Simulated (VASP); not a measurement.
# Rb3Sn (Fm-3m) in VASP: notebook

Runs on Rb3Sn. Level: PBE. Tasks: single point, relaxation of cell and atoms.

Program: VASP 6.6.1. These are calculated values, not measurements. Logs are shortened: lines on timing, memory, paths and dates and some standing lists are left out, and cuts for length are marked.

## 1. The cell of the first run

The structure is cubic, space group Fm-3m (No. 225). The conventional cell has a = 9.323 Å, b = 9.323 Å, c = 9.323 Å, α = 90.00°, β = 90.00°, γ = 90.00°. Within 5.3 Å of Rb (site symmetry -43m) lie 10 Rb at 4.04 to 4.66 Å and 4 Sn at 4.04 Å. Within 5.3 Å of Rb (site symmetry m-3m) lie 8 Rb at 4.04 Å and 6 Sn at 4.66 Å. Within 5.3 Å of Sn (site symmetry m-3m) lie 14 Rb at 4.04 to 4.66 Å.

## 2. Single point, PBE, collinear spin

File INCAR:

```
SYSTEM = Rb3Sn
ALGO     = Fast           ! electronic algorithm
EDIFF    = 1E-7           ! SCF threshold, eV
ENCUT    = 520            ! plane-wave cutoff, eV
GGA      = PE             ! functional
ISIF     = 2              ! what is computed and relaxed
ISMEAR   = 0              ! smearing method
ISPIN    = 2              ! spin polarisation
LASPH    = .True.         ! aspherical terms in the spheres
LCHARG   = .True.         ! write CHGCAR
LELF     = .True.         ! ELF
LORBIT   = 11             ! projections on sites
LREAL    = .False.        ! projectors in reciprocal space
LVHAR    = .True.       
LWAVE    = .False.        ! write WAVECAR
MAGMOM   = 0 0 0 1        ! initial moments
NBANDS   = 32             ! bands
NELM     = 150            ! most SCF steps
PREC     = Accurate       ! precision mode
SIGMA    = 0.1            ! smearing width, eV
```

File KPOINTS:

```
k-points
0
Gamma
  8 8 8
  0 0 0
```

File POSCAR:

```
Rb3Sn
1.0
    0.0000000000      4.6616659370      4.6616659370
    4.6616659370      0.0000000000      4.6616659370
    4.6616659370      4.6616659370      0.0000000000
Rb Sn
3 1
Direct
    0.2500000000      0.2500000000      0.2500000000
    0.7500000000      0.7500000000      0.7500000000
    0.5000000000      0.5000000000      0.5000000000
    0.0000000000      0.0000000000      0.0000000000
```

Potentials or basis: VASP PAW PBE potentials, release 64 (Rb_sv, Sn_d).

The run is started by

```bash
$ cat potpaw_PBE.64/Rb_sv/POTCAR potpaw_PBE.64/Sn_d/POTCAR > POTCAR
$ mpirun -np 1 vasp_std > vasp.out
```

OUTCAR:

```text
SYSTEM = Rb3Sn
   EDIFF = 1E-7
   ENCUT = 520
   GGA = PE
   ISIF = 2
   ISMEAR = 0
   ISPIN = 2
   LASPH = .True.
   LORBIT = 11
   LREAL = .False.
   NELM = 150
   PREC = Accurate

 ion  position               nearest neighbor table
   1  0.250  0.250  0.250-   4 4.04   4 4.04   4 4.04   3 4.04   4 4.04   3 4.04   3 4.04   3 4.04
                             2 4.66   2 4.66   2 4.66   2 4.66   2 4.66   2 4.66
   2  0.750  0.750  0.750-   3 4.04   3 4.04   3 4.04   3 4.04   4 4.04   4 4.04   4 4.04   4 4.04
                             1 4.66   1 4.66   1 4.66   1 4.66   1 4.66   1 4.66
   3  0.500  0.500  0.500-   1 4.04   1 4.04   1 4.04   1 4.04   2 4.04   2 4.04   2 4.04   2 4.04
                             4 4.66   4 4.66   4 4.66   4 4.66   4 4.66   4 4.66
   4  0.000  0.000  0.000-   2 4.04   2 4.04   2 4.04   1 4.04   2 4.04   1 4.04   1 4.04   1 4.04
                             3 4.66   3 4.66   3 4.66   3 4.66   3 4.66   3 4.66

  LATTYP: Found a face centered cubic cell.
 ALAT       =     9.3233318740

  Lattice vectors:

 A1 = (   0.0000000000,   4.6616659370,   4.6616659370)
 A2 = (   4.6616659370,   0.0000000000,   4.6616659370)
 A3 = (   4.6616659370,   4.6616659370,   0.0000000000)

Analysis of symmetry for initial positions (statically):
=====================================================================
 Subroutine PRICEL returns:
 Original cell was already a primitive cell.

 Routine SETGRP: Setting up the symmetry group for a
 face centered cubic supercell.

 Subroutine GETGRP returns: Found 48 space group operations
 (whereof 48 operations were pure point group operations)
 out of a pool of 48 trial point group operations.

The static configuration has the point symmetry O_h .

Analysis of symmetry for dynamics (positions and initial velocities):
=====================================================================
 Subroutine PRICEL returns:
 Original cell was already a primitive cell.

 Routine SETGRP: Setting up the symmetry group for a
 face centered cubic supercell.

 Subroutine GETGRP returns: Found 48 space group operations
 (whereof 48 operations were pure point group operations)
 out of a pool of 48 trial point group operations.

The dynamic configuration has the point symmetry O_h .

Analysis of structural, dynamic, and magnetic symmetry:
=====================================================================
 Subroutine PRICEL returns:
[... 139 lines left out ...]
   LHFCALC =     F    Hartree Fock is set to
   AEXX    =    0.0000 exact exchange contribution
   IVDW    =     0    specifies the selected vdW correction
   LEPSILON=     F    determine dielectric tensor
   LRPA    =     F    only Hartree local field effects (RPA)
 spin polarized calculation
 RMM-DIIS sequential band-by-band and
 Gauss-broadening in eV      SIGMA  =   0.10
  energy-cutoff  :      520.00
  volume of cell :      202.61
 maximum number of plane-waves:      5577
 NGX is ok and might be reduce to    50
   NGX = 25   NGY = 25   NGZ = 25

 number of electron      41.0000009 magnetization       1.0035992

 Free energy of the ion-electron system (eV)
  ---------------------------------------------------
  ext. energy  EPLUGINS =         0.00000000
  ---------------------------------------------------
  free energy    TOTEN  =        -6.66223267 eV

  energy without entropy =       -6.63324782  energy(sigma->0) =       -6.64774024

 E-fermi :   1.5011     XC(G=0):  -7.1540

 val. band max:        1.4996225007   @ k =  -0.2500   0.1250   0.0000
 cond. band min:       1.5024518825   @ k =  -0.3750   0.3750   0.1250
 fundamental gap:      0.0028293818
 Fermi energy:         1.5011007329

 spin component 1

 k-point     1 :       0.0000    0.0000    0.0000
  band No.  band energies     occupation
      1     -27.3643      1.00000
      2     -26.6098      1.00000
      3     -26.5990      1.00000
      4     -19.1198      1.00000
      5     -19.1198      1.00000
      6     -19.1198      1.00000
[... 829 lines left out ...]
     31       6.0107      0.00000
     32       6.3942      0.00000

 [... further k-points ...]

 spin component 2

 k-point     1 :       0.0000    0.0000    0.0000
  band No.  band energies     occupation
      1     -27.3607      1.00000
      2     -26.5974      1.00000
      3     -26.5865      1.00000
      4     -19.0625      1.00000
      5     -19.0625      1.00000
      6     -19.0625      1.00000
[... 829 lines left out ...]
     31       6.0810      0.00000
     32       6.5163      0.00000

 [... further k-points ...]

------------------------ aborting loop because EDIFF is reached ----------------------------------------

  FORCE on cell =-STRESS in cart. coord.  units (eV):
  Direction    XX          YY          ZZ          XY          YZ          ZX
  --------------------------------------------------------------------------------------
  -------------------------------------------------------------------------------------
  Total        0.0598411      0.0598411      0.0598411     -0.0000000      0.0000000      0.0000000
  in kB        0.4732127      0.4732127      0.4732127     -0.0000000      0.0000000      0.0000000
  external PRESSURE =       0.4732127 kB  Pullay stress =       0.0000000 kB

 VOLUME and BASIS-vectors are now :
 -----------------------------------------------------------------------------
  energy-cutoff  :      520.00
  volume of cell :      202.61
      direct lattice vectors                 reciprocal lattice vectors
     0.000000000  4.661665937  4.661665937    -0.107257793  0.107257793  0.107257793
     4.661665937  0.000000000  4.661665937     0.107257793 -0.107257793  0.107257793
     4.661665937  4.661665937  0.000000000     0.107257793  0.107257793 -0.107257793

 POSITION                                       TOTAL-FORCE (eV/Angst)
 -----------------------------------------------------------------------------------
      2.33083      2.33083      2.33083        -0.000000     -0.000000     -0.000000
      6.99250      6.99250      6.99250         0.000000      0.000000      0.000000
      4.66167      4.66167      4.66167         0.000000     -0.000000     -0.000000
      0.00000      0.00000      0.00000         0.000000     -0.000000     -0.000000
 -----------------------------------------------------------------------------------
    total drift:                               -0.000000     -0.000000     -0.000000

  FREE ENERGIE OF THE ION-ELECTRON SYSTEM (eV)
  ---------------------------------------------------
  free  energy   TOTEN  =        -6.6622326671 eV

  energy  without entropy=       -6.6332478211  energy(sigma->0) =       -6.64774024

 total charge

# of ion       s       p       d       tot
------------------------------------------
    1        1.961   5.323   0.023   7.307
    2        1.961   5.323   0.023   7.307
    3        1.956   5.326   0.020   7.303
    4        1.215   1.003   9.913  12.131
--------------------------------------------------
tot          7.094  16.975   9.980  34.048

 magnetization (x)

# of ion       s       p       d       tot
------------------------------------------
    1       -0.002   0.010   0.006   0.013
    2       -0.002   0.010   0.006   0.013
    3       -0.003   0.004   0.003   0.004
    4       -0.005   0.304  -0.001   0.299
--------------------------------------------------
tot         -0.012   0.327   0.014   0.330
```

OSZICAR:

```text
N       E                     dE             d eps       ncg     rms          rms(c)
DAV:   1     0.334731013866E+03    0.33473E+03   -0.17656E+04  3728   0.119E+03
DAV:   2     0.325821404802E+02   -0.30215E+03   -0.28914E+03  3936   0.307E+02
DAV:   3    -0.373172194067E+01   -0.36314E+02   -0.36000E+02  4696   0.109E+02
[... 18 lines left out ...]
RMM:  22    -0.666223193164E+01   -0.27468E-06   -0.22357E-06  5241   0.638E-03    0.195E-04
RMM:  23    -0.666223216313E+01   -0.23149E-06   -0.15810E-06  5000   0.566E-03    0.101E-04
RMM:  24    -0.666223233716E+01   -0.17404E-06   -0.12826E-06  4746   0.511E-03    0.502E-05
RMM:  25    -0.666223245328E+01   -0.11612E-06   -0.96297E-07  4394   0.466E-03    0.740E-05
RMM:  26    -0.666223257723E+01   -0.12395E-06   -0.97790E-07  4185   0.434E-03    0.718E-05
RMM:  27    -0.666223266706E+01   -0.89828E-07   -0.68254E-07  3996   0.405E-03
   1 F= -.66622327E+01 E0= -.66477402E+01  d E =-.289848E-01  mag=     1.0036
```

stdout:

```text
POSCAR found type information on POSCAR RbSn
[... 27 lines left out ...]
 num prob  num prob  num prob  num prob  num prob  num prob  num prob  num prob  num prob  num prob  num prob  num prob  num prob  num prob  num prob  num prob  num prob  num prob  num prob  num prob WARNING in EDDRMM: call to ZHEGV failed
```

It took 11 min on 1 thread of Intel Xeon Platinum 8488C (Sapphire Rapids), shared host; peak memory 0.62 GiB.

Results:

- Free energy: -6.6622 eV
- Pressure: 0.0 GPa
- Band gap on the k mesh: zero (filled and empty bands overlap)
- Net moment: 1.00 μB per cell
- Site moments: Rb +0.01, +0.00 (each value once); Sn +0.30 μB
- Valence electrons inside the program's atomic spheres: Rb 7.31, 7.30 (each value once); Sn 12.13

Caveat: spin-orbit coupling is left out, which moves the levels of the heavy elements.

## 3. Single point, PBE

File INCAR:

```
SYSTEM = Rb3Sn
PREC = Accurate
ENCUT = 520
EDIFF = 1E-6
ISMEAR = 0
SIGMA = 0.1
LREAL = .False.
LASPH = .True.
NELM = 80
ALGO = Fast
ISIF = 2
LWAVE = .False.
LCHARG = .False.
GGA = PE
NBANDS = 28
```

File KPOINTS:

```
Automatic mesh
0
Gamma
  8 8 8
  0 0 0
```

File POSCAR:

```
Rb3Sn
1.0
    0.0000000000      4.6585840000      4.6585840000
    4.6585840000      0.0000000000      4.6585840000
    4.6585840000      4.6585840000      0.0000000000
Rb Sn
3 1
Direct
    0.2500000000      0.2500000000      0.2500000000
    0.7500000000      0.7500000000      0.7500000000
    0.5000000000      0.5000000000      0.5000000000
    0.0000000000      0.0000000000      0.0000000000
```

Potentials or basis: VASP PAW PBE potentials, release 64 (Rb_sv, Sn_d).

The run is started by

```bash
$ cat potpaw_PBE.64/Rb_sv/POTCAR potpaw_PBE.64/Sn_d/POTCAR > POTCAR
$ mpirun -np 1 vasp_std > vasp.out
```

Wall time 10 min (1 thread of Intel Xeon 8259CL, shared host); peak memory 0.44 GiB.

It converged, with:

- Free energy: -6.6035 eV
- Pressure: 0.0 GPa
- Band gap on the k mesh: zero (an odd number of electrons rules out a gap without spin polarisation)

Levels at points of the mesh, in eV from the Fermi level:
```csv
k point,band 18,band 19,band 20,band 21,band 22,band 23,band 24,band 25
"(0.00, 0.00, 0.00)",-6.02,0.03,0.03,0.03,0.08,1.96,1.96,2.96
"(0.50, 0.00, 0.00)",-5.84,-1.15,-0.06,-0.06,1.75,2.52,2.75,2.75
"(0.50, 0.50, 0.00)",-5.81,-0.98,0.08,0.08,0.90,1.30,3.35,3.36
```

Caveat: spin-orbit coupling is left out, which moves the levels of the heavy elements.

## 4. Relaxation of cell and atoms, PBE

File INCAR:

```
SYSTEM = Rb3Sn
PREC     = Accurate       ! precision mode
ENCUT    = 600            ! plane-wave cutoff, eV
EDIFF    = 1E-6           ! SCF threshold, eV
ISMEAR   = 0              ! smearing method
SIGMA    = 0.1            ! smearing width, eV
LREAL    = .False.        ! projectors in reciprocal space
LASPH    = .True.         ! aspherical terms in the spheres
NELM     = 100            ! most SCF steps
ALGO     = Fast           ! electronic algorithm
ISIF     = 3              ! what is computed and relaxed
LWAVE    = .False.        ! write WAVECAR
LCHARG   = .False.        ! write CHGCAR
GGA      = PE             ! functional
IBRION   = 2              ! ionic algorithm
NSW      = 80             ! ionic steps
EDIFFG   = -0.01          ! ionic threshold
```

KPOINTS is that of step 3.

POSCAR is that of step 3.

The run is started by

```bash
$ cat potpaw_PBE.64/Rb_sv/POTCAR potpaw_PBE.64/Sn_d/POTCAR > POTCAR
$ mpirun -np 1 vasp_std > vasp.out
```

Wall time 13 min (1 thread of Intel Xeon 8259CL, shared host); peak memory 0.49 GiB.

It converged, with:

```
Free energy             : -6.6036 eV
Pressure after relaxing : 0.0 GPa
Band gap on the k mesh  : zero (an odd number of electrons rules out a gap without spin polarisation)
```

Final structure:
```
CELL_PARAMETERS angstrom
0.00000 4.65858 4.65858
4.65858 0.00000 4.65858
4.65858 4.65858 0.00000
ATOMIC_POSITIONS crystal
Rb 0.25000 0.25000 0.25000
Rb 0.75000 0.75000 0.75000
Rb 0.50000 0.50000 0.50000
Sn 0.00000 0.00000 0.00000
```

Levels at points of the mesh, in eV from the Fermi level:
```
           k point  band 19  band 20  band 21  band 22  band 23  band 24
(0.00, 0.00, 0.00)     0.03     0.03     0.03     0.08     1.95     1.95
(0.50, 0.00, 0.00)    -1.15    -0.06    -0.06     1.74     2.63     2.76
(0.50, 0.50, 0.00)    -0.98     0.09     0.09     0.90     1.29     3.35
```

Caveat: the relaxation stopped at its first step, so nothing moved; spin-orbit coupling is left out, which moves the levels of the heavy elements.

## 5. Overview

```csv
task,spin,cell,cutoff (eV),gap on the mesh (eV),pressure (GPa)
single point,collinear,"a = 6.593 Å, angles 60.0°, 4 atoms",520,none,0.0
single point,off,"a = 6.588 Å, angles 60.0°, 4 atoms",520,none,0.0
relaxation of cell and atoms,off,"relaxed from a = 6.588 Å, angles 60.0°, 4 atoms",600,none,0.0
```

Alike in all rows: level PBE; potentials or basis VASP PAW PBE potentials, release 64 (Rb_sv, Sn_d); k mesh 8 × 8 × 8; smearing gaussian 0.1 eV.

Caveats: spin-orbit coupling is left out, which moves the levels of the heavy elements; the relaxation stopped at its first step, so nothing moved (at least some runs).

Total energies depend on the potentials used, so only differences within one code and one set of settings carry meaning.
